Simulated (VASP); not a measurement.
Wanted: the native input for a VASP 6.6.1 run.

- Task: single point
- Functional: PBE
- Potentials or basis: VASP PAW PBE potentials, release 64 (Ni, Si)
- Cutoff: 520 eV
- k mesh: 11 × 11 × 6
- Occupations: fermi-dirac, width 0.1 eV
- Spin: no spin polarisation
- Dipole correction: no
- Further INCAR settings: ALGO = Normal; EDIFF = 1e-06; NBANDS = 22

The structure of SiNi (NiAs type) lies in POSCAR:

```
SiNi
1.0
    3.2376804605      0.0000000000      0.0000000000
   -1.6188402302      2.8039135281      0.0000000000
    0.0000000000      0.0000000000      4.5363790907
Ni Si
2 2
Direct
    0.0000000000      0.0000000000      0.0000000000
    0.0000000000      0.0000000000      0.5000000000
    0.3333333333      0.6666666667      0.2500000000
    0.6666666667      0.3333333333      0.7500000000
```

This cell differs from its parent crystal: volume scaled by 0.8.

These files were run (other wordings do the same):

INCAR

```
SYSTEM = SiNi
PREC = Accurate
ENCUT = 520
EDIFF = 1E-6
ISMEAR = -1
SIGMA = 0.1
LREAL = .False.
LASPH = .True.
NELM = 60
ALGO = Normal
ISIF = 2
LWAVE = .False.
LCHARG = .False.
GGA = PE
NBANDS = 22
```

KPOINTS

```
Automatic mesh
0
Gamma
  11 11 6
  0 0 0
```

Potentials or basis: VASP PAW PBE potentials, release 64 (Ni, Si).

The run is started by

```sh
$ cat potpaw_PBE.64/Ni/POTCAR potpaw_PBE.64/Si/POTCAR > POTCAR
$ mpirun -np 1 vasp_std > vasp.out
```

Results of the run:

```yaml
Pressure: 59.8 GPa
Band_gap_on_the_k_mesh: zero (band 14 reaches 17.10 eV, above the bottom of band 15 at 11.00 eV)
```

It took 28 s on 1 thread of AMD EPYC 9R45 96-Core Processor (Zen 5), with other jobs on the host, peak memory 0.15 GiB.
